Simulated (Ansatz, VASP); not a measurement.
**Two plane-wave programs on Fe**

```
Fe
1.0
     1.93853   -3.28545    0.00000
     1.93853    3.28545    0.00000
     0.00000    0.00000    3.88222
Fe
4
Cartesian
  1.9385 2.2834 0.3048
  1.9385 -1.0021 1.6364
  1.9385 -2.2834 3.5775
  1.9385 1.0021 2.2459
```

Alike in both runs: task single point; functional PBEsol; k mesh 6 × 6 × 6; occupations gaussian, width 0.1 eV; collinear spin.

|  | VASP | Ansatz |
| --- | --- | --- |
| version | VASP 6.6.1 | Ansatz 0.2.0 |
| potentials or method | VASP PAW PBE potentials, release 64 (Fe), cutoff 520 eV | scalar-relativistic, plane waves, PAW |
| valence electrons in the cell | 32 | 64 |

```tsv
	VASP	Ansatz	Ansatz less VASP
gap on the k mesh at the Fermi level (eV)	none	none	-
pressure (GPa)	-13.3	-12.8	+0.57
traceless stress, the component that is largest in VASP (GPa)	0.95	1.06	+0.107
rms of the force components (eV/Å)	0.348	0.349	+0.0008
net moment per atom (μB)	0.30	0.27	-0.030
size of the moment on the site where the two differ most (μB)	0.30	0.26	-0.039
```

VASP's potentials were made for PBE, not for PBEsol. Site moments also hang on the region over which each program counts them. Atom by atom the forces differ by 0.008 eV/Å (rms over components). A gap of «none» marks a metal or a gap that the smearing closes. The functional is the same, so the differences come from potentials, cutoffs and numerics. VASP's potentials hold 32 valence electrons a cell and Ansatz's 64, so a difference there can come from the potentials and not from the codes. Ansatz's warnings: seeded moment not kept.
